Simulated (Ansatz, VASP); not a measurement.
## WC: VASP beside Ansatz

```
W C
1.0
     2.90319    0.00000    0.00000
    -1.45160    2.51424    0.00000
     0.00000    0.00000    2.83070
W C
1 1
Cartesian
  0.0000 0.0000 0.0000
  1.4516 0.8381 1.4154
```

Alike in both runs: functional PBE; dispersion D3(BJ); k mesh 11 × 11 × 9; occupations fermi-dirac, width 0.05 eV; no spin polarisation.

Ansatz relaxed the structure, and its values are those at the end. VASP's run is a single point on that final structure, the one shown.

|  | VASP | Ansatz |
| --- | --- | --- |
| version | VASP 6.6.1 | Ansatz 0.2.0 |
| potentials or method | VASP PAW PBE potentials, release 64 (W_sv, C) | plane waves, PAW |
| plane-wave cutoff (eV) | 520 | 420 |
| valence electrons in the cell | 18 | 18 |

```csv
,VASP,Ansatz,Ansatz less VASP
pressure (GPa),1.2,0.0,-1.17
```

Neither program's run includes spin-orbit coupling.
